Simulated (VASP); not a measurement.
B4N3, 7 atoms in the cell. It takes space group I4/mmm (No. 139, tetragonal). The conventional cell has a = 3.448 Å, b = 3.448 Å, c = 7.056 Å, α = 90.00°, β = 90.00°, γ = 90.00°. Within 2.3 Å of B (site symmetry mmm) lie 4 N at 1.72 to 1.76 Å. B (site symmetry 4mm) has 5 N at 1.72 Å within 2.3 Å. N (site symmetry -4m2) has 6 B at 1.72 to 1.76 Å within 2.3 Å. Within 2.3 Å of N (site symmetry 4/mmm) lie 6 B at 1.72 Å. The cell was built from a structure type or drawn by symmetry, and may not be a known phase.

```yaml
Program: VASP 6.6.1
Task: single point
Functional: PBE
Potentials_or_basis: VASP PAW PBE potentials, release 64 (B, N)
Cutoff: 600 eV
k_mesh: 6 × 6 × 6
Occupations: gaussian, width 0.2 eV
Spin: no spin polarisation
Dipole_correction: no
Further_INCAR_settings: ALGO = Normal; EDIFF = 1e-06; NBANDS = 22
```

Potentials or basis: VASP PAW PBE potentials, release 64 (B, N).

The run is started by

```bash
$ cat potpaw_PBE.64/B/POTCAR potpaw_PBE.64/N/POTCAR > POTCAR
$ mpirun -np 1 vasp_std > vasp.out
```

Hardware: 1 thread of Intel(R) Xeon(R) Platinum 8488C (Sapphire Rapids), on a shared host.

Estimate the wall time of this run.

Wall time 47 s on 1 thread of Intel(R) Xeon(R) Platinum 8488C (Sapphire Rapids), with other jobs on the host, peak memory 0.2 GiB. Counts: scf iterations 13, k points 30.
